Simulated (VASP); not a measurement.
# Ca5Si2S2 (P-3m1) in VASP: a series of runs

Ca5Si2S2 is run at these levels: PBE; tasks: single point, relaxation of cell and atoms.

All numbers are computed with VASP 6.6.1; they aren't measurements. Logs are shortened: lines on timing, memory, paths and dates and some standing lists are left out, and cuts for length are marked.

### Step 1. The cell of the first run

Symmetry: P-3m1, No. 164, trigonal system. The conventional cell has a = 4.932 Å, b = 4.932 Å, c = 9.431 Å, α = 90.00°, β = 90.00°, γ = 120.00°. Ca (site symmetry 3m) has 7 Ca at 2.99 to 3.57 Å and 4 S at 3.09 to 3.36 Å and 3 Si at 3.38 Å within 3.9 Å. Within 3.9 Å of Ca (site symmetry 3m) lie 4 Ca at 2.99 to 3.13 Å and 6 Si at 3.08 to 3.77 Å and 4 S at 3.08 to 3.36 Å. Ca (site symmetry -3m) has 2 Si at 2.90 Å and 6 Ca at 3.04 Å and 6 S at 3.65 Å within 3.8 Å. Si (site symmetry 3m) has 10 Ca at 2.90 to 3.77 Å and 3 S at 2.91 Å and 1 Si at 3.64 Å within 3.8 Å. Within 3.8 Å of S (site symmetry 3m) lie 3 Si at 2.91 Å and 11 Ca at 3.08 to 3.65 Å.

The cell was generated, and may not be a known phase.

### Step 2. Single point, PBE

INCAR reads:

```
SYSTEM = Ca5Si2S2
  ALGO = Normal
  EDIFF = 1E-7
  ENCUT = 520
  GGA = PE
  ISIF = 2
  ISMEAR = 0
  LASPH = .TRUE.
  LCHARG = .FALSE.
  LREAL = .FALSE.
  LWAVE = .FALSE.
  NBANDS = 45
  NELM = 100
  PREC = Accurate
  SIGMA = 0.1
```

KPOINTS reads:

```
k-points
0
G
  6 6 2
  0 0 0
```

POSCAR reads:

```
Ca5Si2S2
1.0
    4.9323233000      0.0000000000      0.0000000000
   -2.4661616500      4.2715172800      0.0000000000
    0.0000000000      0.0000000000      9.4306263400
Ca Si S
5 2 2
Direct
    0.3333333300      0.6666666700      0.1143259600
    0.6666666700      0.3333333300      0.8856740400
    0.3333333300      0.6666666700      0.4313473700
    0.6666666700      0.3333333300      0.5686526300
    0.0000000000      0.0000000000      0.0000000000
    0.0000000000      0.0000000000      0.3071264600
    0.0000000000      0.0000000000      0.6928735400
    0.3333333300      0.6666666700      0.7581272700
    0.6666666700      0.3333333300      0.2418727300
```

Potentials or basis: VASP PAW PBE potentials, release 64 (Ca_sv, Si, S).

Launch:

```bash
> cat potpaw_PBE.64/Ca_sv/POTCAR potpaw_PBE.64/Si/POTCAR potpaw_PBE.64/S/POTCAR > POTCAR
> mpirun -np 1 vasp_std > vasp.out
```

OUTCAR:

```text
SYSTEM = Ca5Si2S2
   EDIFF = 1E-7
   ENCUT = 520
   GGA = PE
   ISIF = 2
   ISMEAR = 0
   LASPH = .TRUE.
   LREAL = .FALSE.
   NELM = 100
   PREC = Accurate

 ion  position               nearest neighbor table
   1  0.333  0.667  0.114-   3 2.99   5 3.04   5 3.04   5 3.04
   2  0.667  0.333  0.886-   4 2.99   5 3.04   5 3.04   5 3.04
   3  0.333  0.667  0.431-   1 2.99   6 3.08   6 3.08   6 3.08   4 3.13   4 3.13   4 3.13
   4  0.667  0.333  0.569-   2 2.99   7 3.08   7 3.08   7 3.08   3 3.13   3 3.13   3 3.13
   5  0.000  0.000  0.000-   6 2.90   7 2.90   1 3.04   2 3.04   2 3.04   1 3.04   2 3.04   1 3.04

   6  0.000  0.000  0.307-   5 2.90   9 2.91   9 2.91   9 2.91   3 3.08   3 3.08   3 3.08
   7  0.000  0.000  0.693-   5 2.90   8 2.91   8 2.91   8 2.91   4 3.08   4 3.08   4 3.08
   8  0.333  0.667  0.758-   7 2.91   7 2.91   7 2.91
   9  0.667  0.333  0.242-   6 2.91   6 2.91   6 2.91

  LATTYP: Found a hexagonal cell.
 ALAT       =     4.9323233000
 C/A-ratio  =     1.9120049045

  Lattice vectors:

 A1 = (   4.9323233000,   0.0000000000,   0.0000000000)
 A2 = (  -2.4661616500,   4.2715172800,   0.0000000000)
 A3 = (   0.0000000000,   0.0000000000,   9.4306263400)

Analysis of symmetry for initial positions (statically):
=====================================================================
 Subroutine PRICEL returns:
 Original cell was already a primitive cell.

 Routine SETGRP: Setting up the symmetry group for a
 hexagonal supercell.

 Subroutine GETGRP returns: Found 12 space group operations
 (whereof 12 operations were pure point group operations)
 out of a pool of 24 trial point group operations.

The static configuration has the point symmetry D_3d.

Analysis of symmetry for dynamics (positions and initial velocities):
=====================================================================
 Subroutine PRICEL returns:
 Original cell was already a primitive cell.

 Routine SETGRP: Setting up the symmetry group for a
 hexagonal supercell.

 Subroutine GETGRP returns: Found 12 space group operations
 (whereof 12 operations were pure point group operations)
 out of a pool of 24 trial point group operations.

The dynamic configuration has the point symmetry D_3d.

 Subroutine INISYM returns: Found 12 space group operations
 (whereof 12 operations are pure point group operations),
 and found     1 'primitive' translations

----------------------------------------------------------------------------------------

                                     Primitive cell

  volume of cell :     198.6892

  direct lattice vectors                    reciprocal lattice vectors
     4.932323300  0.000000000  0.000000000     0.202744212  0.117054425  0.000000000
    -2.466161650  4.271517280  0.000000000     0.000000000  0.234108850  0.000000000
     0.000000000  0.000000000  9.430626340     0.000000000  0.000000000  0.106037496

  length of vectors
     4.932323300  4.932323302  9.430626340     0.234108851  0.234108850  0.106037496

  position of ions in fractional coordinates (direct lattice)
     0.333333330  0.666666670  0.114325960
     0.666666670  0.333333330  0.885674040
     0.333333330  0.666666670  0.431347370
     0.666666670  0.333333330  0.568652630
     0.000000000  0.000000000  0.000000000
     0.000000000  0.000000000  0.307126460
     0.000000000  0.000000000  0.692873540
     0.333333330  0.666666670  0.758127270
     0.666666670  0.333333330  0.241872730

  ion indices of the primitive-cell ions
   primitive index   ion index
                 1           1
                 2           2
                 3           3
                 4           4
                 5           5
                 6           6
                 7           7
                 8           8
                 9           9

----------------------------------------------------------------------------------------

 KPOINTS: k-points

Automatic generation of k-mesh.
 Grid dimensions read from file:
 generate k-points for:    6    6    2

 Generating k-lattice:

[... 51 lines left out ...]
 Fermi energy:         5.5118594208

 k-point     1 :       0.0000    0.0000    0.0000
  band No.  band energies     occupation
      1     -36.1491      2.00000
      2     -36.0444      2.00000
      3     -35.9934      2.00000
      4     -35.8620      2.00000
      5     -35.7886      2.00000
      6     -17.3841      2.00000
[... 37 lines left out ...]
     44       6.9266      0.00000
     45       7.5068      0.00000

 k-point     2 :       0.1667    0.0000    0.0000
  band No.  band energies     occupation
      1     -36.1428      2.00000
      2     -36.0505      2.00000
      3     -35.9808      2.00000
      4     -35.8635      2.00000
      5     -35.8000      2.00000
      6     -17.4052      2.00000
[... 37 lines left out ...]
     44       7.3987      0.00000
     45       7.4471      0.00000

 k-point     3 :       0.3333    0.0000    0.0000
  band No.  band energies     occupation
      1     -36.1265      2.00000
      2     -36.0662      2.00000
      3     -35.9478      2.00000
      4     -35.8687      2.00000
      5     -35.8286      2.00000
      6     -17.4418      2.00000
[... 37 lines left out ...]
     44       7.3601      0.00000
     45       7.8288      0.00000

 k-point     4 :       0.5000   -0.0000    0.0000
  band No.  band energies     occupation
      1     -36.1135      2.00000
      2     -36.0790      2.00000
      3     -35.9189      2.00000
      4     -35.8799      2.00000
      5     -35.8465      2.00000
      6     -17.4572      2.00000
[... 421 lines left out ...]
     44       7.5084      0.00000
     45       7.6462      0.00000

 k-point    13 :       0.3333    0.1667    0.5000
  band No.  band energies     occupation
      1     -36.1134      2.00000
      2     -36.0791      2.00000
      3     -35.9213      2.00000
      4     -35.8735      2.00000
      5     -35.8505      2.00000
      6     -17.4484      2.00000
[... 37 lines left out ...]
     44       7.4523      0.00000
     45       7.4800      0.00000

 k-point    14 :       0.3333    0.3333    0.5000
  band No.  band energies     occupation
      1     -36.0961      2.00000
      2     -36.0961      2.00000
      3     -35.8950      2.00000
      4     -35.8753      2.00000
      5     -35.8753      2.00000
      6     -17.4488      2.00000
[... 37 lines left out ...]
     44       7.4570      0.00000
     45       7.6044      0.00000

------------------------ aborting loop because EDIFF is reached ----------------------------------------

  FORCE on cell =-STRESS in cart. coord.  units (eV):
  Direction    XX          YY          ZZ          XY          YZ          ZX
  --------------------------------------------------------------------------------------
  -------------------------------------------------------------------------------------
  Total        8.3401590      8.3401590      1.5323750      0.0000000      0.0000000      0.0000000
  in kB       67.2528466     67.2528467     12.3566688      0.0000000      0.0000000      0.0000000
  external PRESSURE =      48.9541207 kB  Pullay stress =       0.0000000 kB

 VOLUME and BASIS-vectors are now :
 -----------------------------------------------------------------------------
  energy-cutoff  :      520.00
  volume of cell :      198.69
      direct lattice vectors                 reciprocal lattice vectors
     4.932323300  0.000000000  0.000000000     0.202744212  0.117054425  0.000000000
    -2.466161650  4.271517280  0.000000000     0.000000000  0.234108850  0.000000000
     0.000000000  0.000000000  9.430626340     0.000000000  0.000000000  0.106037496

 POSITION                                       TOTAL-FORCE (eV/Angst)
 -----------------------------------------------------------------------------------
     -0.00000      2.84768      1.07817        -0.000000      0.000000      1.093386
      2.46616      1.42384      8.35246         0.000000     -0.000000     -1.093386
     -0.00000      2.84768      4.06788        -0.000000      0.000000      0.216143
      2.46616      1.42384      5.36275         0.000000      0.000000     -0.216143
      0.00000      0.00000      0.00000         0.000000      0.000000      0.000000
      0.00000      0.00000      2.89639         0.000000      0.000000      0.423144
      0.00000      0.00000      6.53423         0.000000     -0.000000     -0.423144
     -0.00000      2.84768      7.14962        -0.000000      0.000000      0.476458
      2.46616      1.42384      2.28101         0.000000     -0.000000     -0.476458
 -----------------------------------------------------------------------------------
    total drift:                                0.000000     -0.000000      0.000000

  FREE ENERGIE OF THE ION-ELECTRON SYSTEM (eV)
  ---------------------------------------------------
  free  energy   TOTEN  =       -27.7111436953 eV

  energy  without entropy=      -27.6761006347  energy(sigma->0) =      -27.69362216
```

It took 94 s on 1 thread of AMD EPYC 9R45 (Zen 5), shared host; peak memory 0.35 GiB.

What came out:

* Free energy: -27.7111 eV
* Pressure: 4.9 GPa
* Largest force: 1.093 eV/Å
* Band gap on the k mesh: zero (bands 35 and 36 overlap by 0.81 eV)

Forces in eV/Å, atoms in the order of the input:
```
Ca   0.000  0.000  1.093
Ca   0.000  0.000 -1.093
Ca   0.000  0.000  0.216
Ca   0.000  0.000 -0.216
Ca   0.000  0.000  0.000
Si   0.000  0.000  0.423
Si   0.000  0.000 -0.423
S    0.000  0.000  0.476
S    0.000  0.000 -0.476
```

Stress tensor (GPa, compression positive):
```
6.73 0.00 0.00
0.00 6.73 0.00
0.00 0.00 1.24
```

Levels at points of the mesh, in eV from the Fermi level:
| k point | band 31 | band 32 | band 33 | band 34 | band 35 | band 36 | band 37 | band 38 | band 39 | band 40 |
| --- | --- | --- | --- | --- | --- | --- | --- | --- | --- | --- |
| (0.00, 0.00, 0.00) | -1.87 | -0.91 | -0.91 | -0.76 | -0.76 | -0.45 | 0.21 | 0.21 | 0.54 | 0.89 |
| (0.50, 0.00, 0.00) | -2.34 | -0.86 | -0.43 | 0.17 | 0.36 | 0.61 | 0.62 | 0.71 | 1.14 | 1.35 |
| (0.00, 0.00, 0.50) | -1.55 | -0.94 | -0.94 | -0.69 | -0.69 | -0.41 | -0.06 | -0.06 | 0.19 | 1.17 |
| (0.50, 0.00, 0.50) | -1.86 | -1.62 | -0.21 | 0.21 | 0.24 | 0.45 | 0.65 | 0.88 | 0.94 | 1.49 |

Caveat: the stress differs along the axes, from 1 to 7 GPa; forces of over 1 eV/Å act on the atoms, so gaps and moduli don't describe the material at rest.

### Step 3. Single point, PBE

This run uses another cell than the first one, of 23.22 Å³/atom.

INCAR reads:

```
SYSTEM = Ca5Si2S2
ALGO = Normal
EDIFF = 1E-6
ENCUT = 520
GGA = PE
ISIF = 2
ISMEAR = 0
LASPH = .TRUE.
LCHARG = .FALSE.
LREAL = .FALSE.
LWAVE = .FALSE.
NBANDS = 45
NELM = 100
PREC = Accurate
SIGMA = 0.1
```

KPOINTS is that of step 2.

POSCAR reads:

```
Ca5Si2S2
1.0
    4.9595320274      0.0000000000      0.0000000000
   -2.4797660137      4.2950807266      0.0000000000
    0.0000000000      0.0000000000      9.8120331555
Ca Si S
5 2 2
Direct
    0.3333333333      0.6666666667      0.2031203204
    0.6666666667      0.3333333333      0.7968796796
    0.3333333333      0.6666666667      0.5885831546
    0.6666666667      0.3333333333      0.4114168454
    0.0000000000      0.0000000000      0.0000000000
    0.0000000000      0.0000000000      0.3720033883
    0.0000000000      0.0000000000      0.6279966117
    0.3333333333      0.6666666667      0.8973446360
    0.6666666667      0.3333333333      0.1026553640
```

Potentials or basis: VASP PAW PBE potentials, release 64 (Ca_sv, Si, S).

Launch:

```bash
> cat potpaw_PBE.64/Ca_sv/POTCAR potpaw_PBE.64/Si/POTCAR potpaw_PBE.64/S/POTCAR > POTCAR
> mpirun -np 1 vasp_std > vasp.out
```

Wall time 88 s (1 thread of AMD EPYC 9R45 (Zen 5), shared host); peak memory 0.37 GiB.

Results (log left out):

```
Free energy            : -37.6504 eV
Pressure               : 0.1 GPa
Largest force          : 0.012 eV/Å
Band gap on the k mesh : 0.28 eV (least direct gap 0.42 eV)
```

Forces on the atoms (eV/Å):
```
Ca   0.000  0.000  0.012
Ca   0.000  0.000 -0.012
Ca   0.000  0.000 -0.007
Ca   0.000  0.000  0.007
Ca   0.000  0.000  0.000
Si   0.000  0.000  0.003
Si   0.000  0.000 -0.003
S    0.000  0.000  0.000
S    0.000  0.000  0.000
```

Stress tensor (GPa, compression positive):
```
0.16 0.00 0.00
0.00 0.16 0.00
0.00 0.00 0.06
```

Levels at points of the mesh, in eV from the valence-band top:
```tsv
k point	band 32	band 33	band 34	band 35	band 36	band 37	band 38	band 39
(0.00, 0.00, 0.00)	-1.64	-1.64	-0.33	-0.33	0.85	0.88	0.88	1.06
(0.50, 0.00, 0.00)	-1.62	-1.36	-1.02	0.00	0.52	1.31	1.44	1.55
(0.00, 0.00, 0.50)	-1.69	-1.12	-0.14	-0.14	0.28	0.59	0.59	1.12
(0.50, 0.00, 0.50)	-1.44	-1.30	-1.01	-0.15	0.56	0.98	1.38	1.54
```

A k mesh can miss the band edges.

### Step 4. Relaxation of cell and atoms, PBE

INCAR reads:

```
PREC = Accurate
ENCUT = 600
EDIFF = 1E-7
ISMEAR = 0
SIGMA = 0.1
LREAL = False
LASPH = True
NELM = 100
ALGO = Normal
ISIF = 3
LWAVE = False
LCHARG = False
GGA = PE
IBRION = 2
NSW = 90
EDIFFG = -0.04
```

KPOINTS reads:

```
regular mesh
0
Gamma
  6 6 2
```

POSCAR reads:

```
Ca5Si2S2
1.0
    4.9323233000      0.0000000000      0.0000000000
   -2.4661616500      4.2715172800      0.0000000000
    0.0000000000      0.0000000000      9.4306263400
Ca Si S
5 2 2
Direct
    0.3333333300      0.6666666700      0.1143259600
    0.6666666700      0.3333333300      0.8856740400
    0.3333333300      0.6666666700      0.4313473700
    0.6666666700      0.3333333300      0.5686526300
    0.0000000000      0.0000000000      0.0000000000
    0.0000000000      0.0000000000      0.3071264600
    0.0000000000      0.0000000000      0.6928735400
    0.3333333300      0.6666666700      0.7581272700
    0.6666666700      0.3333333300      0.2418727300
```

Launch:

```bash
> cat potpaw_PBE.64/Ca_sv/POTCAR potpaw_PBE.64/Si/POTCAR potpaw_PBE.64/S/POTCAR > POTCAR
> mpirun -np 1 vasp_std > vasp.out
```

Run time: 39 min. Hardware: 1 thread of AMD EPYC 9R45 (Zen 5), shared host; peak memory 0.43 GiB.

Results (log left out):

```
Free energy                           : -37.6493 eV
Relaxed volume                        : 23.32 Å³/atom
Relaxed cell                          : a = 4.981 Å, b = 4.981 Å, c = 9.767 Å, α = 90.00°, β = 90.00°, γ = 120.00°
Space group after relaxing (to 0.1 Å) : P-3m1 (No. 164)
Energy gained by relaxing             : 1104.2 meV/atom
Ionic steps                           : 34
Pressure after relaxing               : -0.1 GPa
Largest force after relaxing          : 0.039 eV/Å
Band gap on the k mesh                : 0.26 eV (least direct gap 0.42 eV)
```

Forces on the atoms (eV/Å):
```
Ca   0.000  0.000  0.002
Ca   0.000  0.000 -0.002
Ca   0.000  0.000 -0.037
Ca   0.000  0.000  0.037
Ca   0.000  0.000  0.000
Si   0.000  0.000 -0.039
Si   0.000  0.000  0.039
S    0.000  0.000  0.010
S    0.000  0.000 -0.010
```

Stress tensor (GPa, compression positive):
```
-0.12  0.00  0.00
 0.00 -0.12  0.00
 0.00  0.00  0.05
```

Step by step:
| step | energy change (eV) | largest force (eV/Å) | pressure (GPa) | volume (Å³) |
| --- | --- | --- | --- | --- |
| 1 | 0.0000 | 1.0938 | 4.92 | 198.69 |
| 2 | -0.6178 | 0.5894 | 0.72 | 218.74 |
| 3 | -0.7133 | 0.8192 | -2.09 | 238.52 |
| 4 | -0.7296 | 0.7308 | -1.39 | 232.82 |
| 5 | -1.0667 | 1.0509 | -1.74 | 231.65 |
| 6 | -2.1701 | 1.9059 | -1.95 | 226.84 |
| 7 | 1.2933 | 4.6885 | 12.62 | 210.96 |
| 8 | -1.9555 | 2.0778 | -1.32 | 225.14 |
| 9 | -2.0420 | 2.2496 | 0.98 | 219.97 |
| 10 | -2.1117 | 2.2225 | -0.15 | 221.86 |
| 11 | -2.1809 | 2.1551 | -0.03 | 221.64 |
| 12 | -2.3541 | 2.1874 | 0.44 | 220.97 |
| 13 | -2.4740 | 2.2021 | 1.96 | 219.52 |
| 14 | -2.7167 | 2.1199 | 1.82 | 219.89 |
| 15 | -3.3331 | 1.8458 | 1.61 | 221.00 |
| 16 | -4.0363 | 3.9095 | 2.09 | 223.19 |
| 17 | -4.8600 | 2.3881 | 0.36 | 225.48 |
| 18 | -6.2294 | 1.4711 | -2.97 | 231.54 |
| 19 | -6.7199 | 1.4899 | -4.60 | 240.19 |
| 20 | -6.7482 | 1.3521 | -4.58 | 238.29 |
| 21 | -7.2806 | 1.6007 | -3.52 | 229.26 |
| 22 | -8.1007 | 2.2454 | 0.95 | 207.28 |
| 23 | -8.1214 | 2.5232 | 3.73 | 198.72 |
| 24 | -8.8045 | 2.0864 | 3.65 | 198.71 |
| 25 | -9.4855 | 0.9190 | 4.08 | 198.69 |
| 26 | -9.8109 | 0.5244 | -0.55 | 213.60 |
| 27 | -9.8145 | 0.4817 | -1.01 | 215.48 |
| 28 | -9.8823 | 0.3495 | -0.65 | 213.00 |
| 29 | -9.9234 | 0.1226 | 0.09 | 209.10 |
| 30 | -9.9236 | 0.1388 | 0.03 | 209.37 |
| 31 | -9.9298 | 0.0953 | 0.02 | 209.34 |
| 32 | -9.9346 | 0.0904 | 0.03 | 209.26 |
| 33 | -9.9363 | 0.0449 | 0.00 | 209.49 |
| 34 | -9.9375 | 0.0391 | -0.06 | 209.89 |

Final structure:
```yaml
crystal:
  lattice:
    - [4.98138, 0.00000, 0.00000]
    - [-2.49069, 4.31400, 0.00000]
    - [0.00000, 0.00000, 9.76698]
  atoms:
    - { symbol: Ca, position: [0.33333, 0.66667, 0.20249] }
    - { symbol: Ca, position: [0.66667, 0.33333, 0.79751] }
    - { symbol: Ca, position: [0.33333, 0.66667, 0.59050] }
    - { symbol: Ca, position: [0.66667, 0.33333, 0.40950] }
    - { symbol: Ca, position: [0.00000, 0.00000, 0.00000] }
    - { symbol: Si, position: [0.00000, 0.00000, 0.37183] }
    - { symbol: Si, position: [0.00000, 0.00000, 0.62817] }
    - { symbol: S, position: [0.33333, 0.66667, 0.89770] }
    - { symbol: S, position: [0.66667, 0.33333, 0.10230] }
```

Levels at points of the mesh, in eV from the valence-band top:
| k point | band 31 | band 32 | band 33 | band 34 | band 35 | band 36 | band 37 | band 38 | band 39 | band 40 |
| --- | --- | --- | --- | --- | --- | --- | --- | --- | --- | --- |
| (0.00, 0.00, 0.00) | -1.93 | -1.66 | -1.66 | -0.36 | -0.36 | 0.78 | 0.86 | 0.86 | 1.05 | 2.06 |
| (0.50, 0.00, 0.00) | -2.32 | -1.63 | -1.41 | -1.05 | 0.00 | 0.51 | 1.28 | 1.42 | 1.50 | 2.05 |
| (0.00, 0.00, 0.50) | -1.72 | -1.72 | -1.16 | -0.16 | -0.16 | 0.26 | 0.57 | 0.57 | 1.05 | 2.50 |
| (0.50, 0.00, 0.50) | -2.51 | -1.45 | -1.34 | -1.01 | -0.16 | 0.54 | 0.95 | 1.35 | 1.50 | 2.13 |

### Step 5. The runs side by side

| task | cell | cutoff (eV) | gap on the mesh (eV) | pressure (GPa) | largest force (eV/Å) |
| --- | --- | --- | --- | --- | --- |
| single point | a = 4.932, b = 4.932, c = 9.431 Å, angles 90.0, 90.0, 120.0°, 9 atoms, atomic positions A | 520 | none | 4.9 | 1.09 |
| single point | a = 4.960, b = 4.960, c = 9.812 Å, angles 90.0, 90.0, 120.0°, 9 atoms, atomic positions B | 520 | 0.28 | 0.1 | 0.01 |
| relaxation of cell and atoms | relaxed from a = 4.932, b = 4.932, c = 9.431 Å, angles 90.0, 90.0, 120.0°, 9 atoms, atomic positions A | 600 | 0.26 | -0.1 | 0.04 |

Alike in all rows: level PBE; potentials or basis VASP PAW PBE potentials, release 64 (Ca_sv, Si, S); no spin polarisation; k mesh 6 × 6 × 2; smearing gaussian 0.1 eV.

Caveats: the stress differs along the axes, from 1 to 7 GPa (at least some runs); forces of over 1 eV/Å act on the atoms, so gaps and moduli don't describe the material at rest (at least some runs).

Total energies depend on the potentials used, so only differences within one code and one set of settings carry meaning.
